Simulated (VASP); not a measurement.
A run of VASP 6.6.1:

Contents of POSCAR:

```
HfO2
1.0
    3.3979831149      0.0000000000      0.0000000000
    0.0000000000      3.3979831149      0.0000000000
    0.0000000000      0.0000000000      5.4628076449
Hf O
2 4
Direct
    0.5000000000      0.5000000000      0.5000000000
    0.0000000000      0.0000000000      0.0000000000
    0.0000000000      0.5000000000      0.6961635355
    0.5000000000      0.0000000000      0.8038364645
    0.5000000000      0.0000000000      0.3038364645
    0.0000000000      0.5000000000      0.1961635355
```

Contents of INCAR.step1:

```
SYSTEM = HfO2
ALGO = Normal
EDIFF = 1E-4
ENCUT = 520
GGA = PE
ISMEAR = 0
LASPH = .TRUE.
LCHARG = .FALSE.
LREAL = .FALSE.
LWAVE = .TRUE.
NBANDS = 31
NELM = 60
PREC = Accurate
SIGMA = 0.05
```

Contents of INCAR.step2:

```
SYSTEM = HfO2
ALGO = Normal
EDIFF = 1E-6
ENCUT = 520
ISIF = 2
ISMEAR = 0
ISTART = 1
LASPH = .TRUE.
LCHARG = .FALSE.
LMIXTAU = .TRUE.
LREAL = .FALSE.
LWAVE = .FALSE.
METAGGA = R2SCAN
NBANDS = 31
NELM = 60
PREC = Accurate
SIGMA = 0.05
```

The input KPOINTS:

```
k-points
0
G
  6 6 6
  0 0 0
```

Potentials or basis: VASP PAW PBE potentials, release 64 (Hf_pv, O).

Launch:

```sh
$ cat potpaw_PBE.64/Hf_pv/POTCAR potpaw_PBE.64/O/POTCAR > POTCAR
$ cp INCAR.step1 INCAR
$ mpirun -np 1 vasp_std > vasp.out
$ cp INCAR.step2 INCAR
$ mpirun -np 1 vasp_std > vasp.out
```

Hardware: 1 thread of AMD EPYC 9R45 96-Core Processor (Zen 5), on a shared host.

Estimate the wall time of this run.

Run time: 3.2 min on 1 thread of AMD EPYC 9R45 96-Core Processor (Zen 5), with other jobs on the host, peak memory 0.19 GiB. Counts: k points 40.
